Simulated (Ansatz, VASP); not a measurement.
One calculation of HfB2, two programs

```
Hf B
1.0
     3.13661    0.00000    0.00000
    -1.56830    2.71638    0.00000
     0.00000    0.00000    3.48012
Hf B
1 2
Direct
  0.00000 0.00000 0.00000
  0.33333 0.66667 0.50000
  0.66667 0.33333 0.50000
```

Alike in both runs: functional r2SCAN; k mesh 15 × 15 × 12; occupations fermi-dirac, width 0.15 eV; no spin polarisation.

Ansatz relaxed the structure, and its values are those at the end. VASP's run is a single point on that final structure, the one shown.

```csv
,VASP,Ansatz
version,VASP 6.6.1,Ansatz 0.2.0
potentials or method,"VASP PAW PBE potentials, release 64 (Hf_pv, B), cutoff 520 eV","scalar-relativistic, plane waves, PAW"
valence electrons in the cell,16,32
```

|  | VASP | Ansatz | Ansatz less VASP |
| --- | --- | --- | --- |
| gap on the k mesh at the Fermi level (eV) | none | none | - |
| pressure (GPa) | -0.6 | 0.0 | +0.64 |

VASP's potentials were made for PBE, not for r2SCAN. A gap of «none» marks a metal or a gap that the smearing closes. VASP's potentials hold 16 valence electrons a cell and Ansatz's 32, so a difference there can come from the potentials and not from the codes.

Neither program's run includes spin-orbit coupling.
